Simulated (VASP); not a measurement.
# CdTe (F-43m) in VASP: further runs

The runs below take CdTe through single point, with BLYP.

All numbers are computed with VASP 6.6.1; they aren't measurements. Logs are shortened: lines on timing, memory, paths and dates and some standing lists are left out, and cuts for length are marked.

### 1 The cell of the first run

Symmetry: F-43m, No. 216, cubic system. The conventional cell has a = 6.279 Å, b = 6.279 Å, c = 6.279 Å, α = 90.00°, β = 90.00°, γ = 90.00°. Within 3.6 Å of Te (site symmetry -43m) lie 4 Cd at 2.72 Å. Cd (site symmetry -43m) has 4 Te at 2.72 Å within 3.6 Å.

### 2 Single point, BLYP

Input file INCAR:

```
SYSTEM = CdTe
PREC = Accurate
ENCUT = 520
EDIFF = 1E-7
ISMEAR = -1
SIGMA = 0.05
LREAL = .False.
LASPH = .True.
NELM = 80
ALGO = Normal
ISIF = 2
LWAVE = .False.
LCHARG = .True.
GGA = B5
ALDAX = 1.0
AGGAX = 1.0
AGGAC = 1.0
ALDAC = 0.0
LELF = .True.
LVHAR = .True.
NBANDS = 16
```

Input file KPOINTS:

```
Automatic mesh
0
Gamma
  7 7 7
  0 0 0
```

Input file POSCAR:

```
CdTe
1.0
    0.0000000000      3.1395734784      3.1395734784
    3.1395734784      0.0000000000      3.1395734784
    3.1395734784      3.1395734784      0.0000000000
Te Cd
1 1
Direct
    0.7500000000      0.7500000000      0.7500000000
    0.0000000000      0.0000000000      0.0000000000
```

Potentials or basis: VASP PAW PBE potentials, release 64 (Te, Cd).

On the command line:

```console
> cat potpaw_PBE.64/Te/POTCAR potpaw_PBE.64/Cd/POTCAR > POTCAR
> mpirun -np 1 vasp_std > vasp.out
```

OUTCAR:

```text
SYSTEM = CdTe
   PREC = Accurate
   ENCUT = 520
   EDIFF = 1E-7
   ISMEAR = -1
   LREAL = .False.
   LASPH = .True.
   NELM = 80
   ISIF = 2
   GGA = B5

 ion  position               nearest neighbor table
   1  0.750  0.750  0.750-   2 2.72   2 2.72   2 2.72   2 2.72
   2  0.000  0.000  0.000-   1 2.72   1 2.72   1 2.72   1 2.72

  LATTYP: Found a face centered cubic cell.
 ALAT       =     6.2791469568

  Lattice vectors:

 A1 = (   0.0000000000,   3.1395734784,   3.1395734784)
 A2 = (   3.1395734784,   0.0000000000,   3.1395734784)
 A3 = (   3.1395734784,   3.1395734784,   0.0000000000)

Analysis of symmetry for initial positions (statically):
=====================================================================
 Subroutine PRICEL returns:
 Original cell was already a primitive cell.

 Routine SETGRP: Setting up the symmetry group for a
 face centered cubic supercell.

 Subroutine GETGRP returns: Found 24 space group operations
 (whereof 24 operations were pure point group operations)
 out of a pool of 48 trial point group operations.

The static configuration has the point symmetry T_d .

Analysis of symmetry for dynamics (positions and initial velocities):
=====================================================================
 Subroutine PRICEL returns:
 Original cell was already a primitive cell.

 Routine SETGRP: Setting up the symmetry group for a
 face centered cubic supercell.

 Subroutine GETGRP returns: Found 24 space group operations
 (whereof 24 operations were pure point group operations)
 out of a pool of 48 trial point group operations.

The dynamic configuration has the point symmetry T_d .

 Subroutine INISYM returns: Found 24 space group operations
 (whereof 24 operations are pure point group operations),
 and found     1 'primitive' translations

----------------------------------------------------------------------------------------

                                     Primitive cell

  volume of cell :      61.8931

  direct lattice vectors                    reciprocal lattice vectors
     0.000000000  3.139573478  3.139573478    -0.159257301  0.159257301  0.159257301
     3.139573478  0.000000000  3.139573478     0.159257301 -0.159257301  0.159257301
     3.139573478  3.139573478  0.000000000     0.159257301  0.159257301 -0.159257301

  length of vectors
     4.440027393  4.440027393  4.440027393     0.275841738  0.275841738  0.275841738

  position of ions in fractional coordinates (direct lattice)
     0.750000000  0.750000000  0.750000000
     0.000000000  0.000000000  0.000000000

  ion indices of the primitive-cell ions
   primitive index   ion index
                 1           1
                 2           2

----------------------------------------------------------------------------------------

 KPOINTS: Automatic mesh

Automatic generation of k-mesh.
 Grid dimensions read from file:
 generate k-points for:    7    7    7

 Generating k-lattice:

  Cartesian coordinates                     Fractional coordinates (reciprocal lattice)
    -0.022751043  0.022751043  0.022751043     0.142857143  0.000000000  0.000000000
     0.022751043 -0.022751043  0.022751043     0.000000000  0.142857143  0.000000000
     0.022751043  0.022751043 -0.022751043     0.000000000  0.000000000  0.142857143

  Length of vectors
     0.039405963  0.039405963  0.039405963

  Shift w.r.t. Gamma in fractional coordinates (k-lattice)
     0.000000000  0.000000000  0.000000000

 Subroutine IBZKPT returns following result:
 ===========================================

 Found     20 irreducible k-points:

 Following reciprocal coordinates:
            Coordinates               Weight
  0.000000  0.000000  0.000000      1.000000
  0.142857  0.000000  0.000000      8.000000
  0.285714  0.000000  0.000000      8.000000
  0.428571  0.000000  0.000000      8.000000
  0.142857  0.142857  0.000000      6.000000
  0.285714  0.142857  0.000000     24.000000
[... 12 lines left out ...]
 -0.428571  0.428571  0.142857     24.000000
 -0.285714  0.428571  0.142857     24.000000
   k-points           NKPTS =     20   k-points in BZ     NKDIM =     20   number of bands    NBANDS=     16
   number of dos      NEDOS =    301   number of ions     NIONS =      2
   total plane-waves  NPLWV =  46656
   dimension x,y,z NGX =    36 NGY =   36 NGZ =   36
   dimension x,y,z NGXF=    72 NGYF=   72 NGZF=   72
   ions per type =               1   1
   NGX,Y,Z   is equivalent  to a cutoff of  13.48, 13.48, 13.48 a.u.
   NGXF,Y,Z  is equivalent  to a cutoff of  26.96, 26.96, 26.96 a.u.
 SYSTEM =  CdTe
   PREC   = accura    normal or accurate (medium, high low for compatibility)
   ISTART =      0    job   : 0-new  1-cont  2-samecut
   ICHARG =      2    charge: 1-file 2-atom 10-const
   ISPIN  =      1    spin polarized calculation?
   LNONCOLLINEAR =      F non collinear calculations
   LSORBIT =      F    spin-orbit coupling
   LASPH  =      T    aspherical Exc in radial PAW
   ENCUT  =  520.0 eV  38.22 Ry    6.18 a.u.   8.26  8.26  8.26*2*pi/ulx,y,z
   NELM   =     80;   NELMIN=  2; NELMDL= -5     # of ELM steps
   EDIFF  = 0.1E-06   stopping-criterion for ELM
   LREAL  =      F    real-space projection
   EDIFFG = 0.1E-05   stopping-criterion for IOM
   NSW    =      0    number of steps for IOM
   IBRION =     -1    ionic relax: 0-MD 1-quasi-New 2-CG
   NFREE  =      0    steps in history (QN), initial steepest desc. (CG)
   ISIF   =      2    stress and relaxation
   ISYM   =      2    0-nonsym 1-usesym 2-fastsym
   POTIM  = 0.5000    time-step for ionic-motion
   TEBEG  =    0.0;   TEEND  =   0.0 temperature during run
   PSTRESS=    0.0 pullay stress
   NELECT =      18.0000    total number of electrons
   NUPDOWN=      -1.0000    fix difference up-down
   EMIN   =  10.00;   EMAX   =-10.00  energy-range for DOS
   EFERMI =   0.00;   METHOD = LEGACY
   ISMEAR =    -1;   SIGMA  =   0.05  broadening in eV -4-tet -1-fermi 0-gaus
   EFERMI_NEDOS =   21; number of points for ismear=-14 and -15
   IALGO  =     38    algorithm
   IMIX   =      4    mixing-type and parameters
     AMIX     =   0.40;   BMIX     =  1.00
     AMIX_MAG =   1.60;   BMIX_MAG =  1.00
  volume/ion in A,a.u.               =      30.95       208.84
  Fermi-wavevector in a.u.,A,eV,Ry     =   1.084638  2.049670 16.006447  1.176441
  Thomas-Fermi vector in A             =   2.220733
   LORBIT       =      0    0 simple, 1 ext, 2 COOP (PROOUT), +10 PAW based schemes
   GGA     = B5    functional components
   LHFCALC =     F    Hartree Fock is set to
   AEXX    =    0.0000 exact exchange contribution
   IVDW    =     0    specifies the selected vdW correction
   LEPSILON=     F    determine dielectric tensor
   LRPA    =     F    only Hartree local field effects (RPA)
 non-spin polarized calculation
  energy-cutoff  :      520.00
  volume of cell :       61.89
 maximum number of plane-waves:      1687
 NGX is ok and might be reduce to    36
   NGX = 17   NGY = 17   NGZ = 17

 number of electron      18.0000003 magnetization

 Free energy of the ion-electron system (eV)
  ---------------------------------------------------
  ext. energy  EPLUGINS =         0.00000000
  ---------------------------------------------------
  free energy    TOTEN  =        -3.36942583 eV

  energy without entropy =       -3.36942542  energy(sigma->0) =       -3.36942562

 E-fermi :   4.2452     XC(G=0):  -8.4790

 val. band max:        3.7011902692   @ k =   0.0000   0.0000   0.0000
 cond. band min:       4.7300425848   @ k =   0.0000   0.0000   0.0000
 fundamental gap:      1.0288523157
 Fermi energy:         4.2451805100

 k-point     1 :       0.0000    0.0000    0.0000
  band No.  band energies     occupation
      1      -8.0758      2.00000
      2      -5.0302      2.00000
      3      -5.0302      2.00000
      4      -5.0302      2.00000
      5      -4.6975      2.00000
      6      -4.6975      2.00000
[... 8 lines left out ...]
     15      13.3341      0.00000
     16      13.3341      0.00000

 k-point     2 :       0.1429    0.0000    0.0000
  band No.  band energies     occupation
      1      -7.9854      2.00000
      2      -5.0120      2.00000
      3      -5.0120      2.00000
      4      -4.9633      2.00000
      5      -4.6991      2.00000
      6      -4.6991      2.00000
[... 8 lines left out ...]
     15      12.4338      0.00000
     16      12.4338      0.00000

 k-point     3 :       0.2857    0.0000    0.0000
  band No.  band energies     occupation
      1      -7.7817      2.00000
      2      -4.9754      2.00000
      3      -4.9754      2.00000
      4      -4.7217      2.00000
      5      -4.6972      2.00000
      6      -4.6972      2.00000
[... 8 lines left out ...]
     15      12.4699      0.00000
     16      12.4699      0.00000

 k-point     4 :       0.4286    0.0000    0.0000
  band No.  band energies     occupation
      1      -7.6219      2.00000
      2      -4.9522      2.00000
      3      -4.9522      2.00000
      4      -4.6882      2.00000
      5      -4.6882      2.00000
      6      -4.3440      2.00000
[... 8 lines left out ...]
     15      13.7826      0.00000
     16      13.7826      0.00000
[... 248 lines left out ...]
 k-point    18 :      -0.4286    0.2857    0.1429
  band No.  band energies     occupation
      1      -7.5280      2.00000
      2      -4.9110      2.00000
      3      -4.8949      2.00000
      4      -4.7326      2.00000
      5      -4.6897      2.00000
      6      -4.1734      2.00000
[... 8 lines left out ...]
     15      14.0267      0.00000
     16      14.9203      0.00000

 k-point    19 :      -0.4286    0.4286    0.1429
  band No.  band energies     occupation
      1      -7.4792      2.00000
      2      -4.8702      2.00000
      3      -4.8622      2.00000
      4      -4.7725      2.00000
      5      -4.6765      2.00000
      6      -4.0941      2.00000
[... 8 lines left out ...]
     15      14.8755      0.00000
     16      15.6807      0.00000

 k-point    20 :      -0.2857    0.4286    0.1429
  band No.  band energies     occupation
      1      -7.4681      2.00000
      2      -4.8852      2.00000
      3      -4.8649      2.00000
      4      -4.7395      2.00000
      5      -4.6958      2.00000
      6      -4.0011      2.00000
[... 8 lines left out ...]
     15      14.2259      0.00000
     16      16.2711      0.00000

------------------------ aborting loop because EDIFF is reached ----------------------------------------

  FORCE on cell =-STRESS in cart. coord.  units (eV):
  Direction    XX          YY          ZZ          XY          YZ          ZX
  --------------------------------------------------------------------------------------
  -------------------------------------------------------------------------------------
  Total        4.4602142      4.4602142      4.4602142      0.0000000     -0.0000000      0.0000000
  in kB      115.4580834    115.4580834    115.4580834      0.0000000     -0.0000000      0.0000000
  external PRESSURE =     115.4580834 kB  Pullay stress =       0.0000000 kB

 VOLUME and BASIS-vectors are now :
 -----------------------------------------------------------------------------
  energy-cutoff  :      520.00
  volume of cell :       61.89
      direct lattice vectors                 reciprocal lattice vectors
     0.000000000  3.139573478  3.139573478    -0.159257301  0.159257301  0.159257301
     3.139573478  0.000000000  3.139573478     0.159257301 -0.159257301  0.159257301
     3.139573478  3.139573478  0.000000000     0.159257301  0.159257301 -0.159257301

 POSITION                                       TOTAL-FORCE (eV/Angst)
 -----------------------------------------------------------------------------------
      4.70936      4.70936      4.70936         0.000000      0.000000      0.000000
      0.00000      0.00000      0.00000        -0.000000     -0.000000     -0.000000
 -----------------------------------------------------------------------------------
    total drift:                               -0.000000     -0.000000     -0.000000

  FREE ENERGIE OF THE ION-ELECTRON SYSTEM (eV)
  ---------------------------------------------------
  free  energy   TOTEN  =        -3.3694258294 eV

  energy  without entropy=       -3.3694254184  energy(sigma->0) =       -3.36942562
```

It took 81 s on 1 thread of AMD EPYC 7R43 (Zen 3), shared host; peak memory 0.18 GiB.

Results:

```
Free energy            : -3.3694 eV
Pressure               : 11.5 GPa
Band gap on the k mesh : 1.03 eV
```

Caveat: the cell stands under pressure; the PAW data sets were made with another functional, which shifts forces and pressure a little; spin-orbit coupling is left out, which moves the levels of the heavy elements. Expect the measured gap to be larger: semilocal functionals such as BLYP lack the derivative discontinuity.

(Part 1 of 2 ends here.)
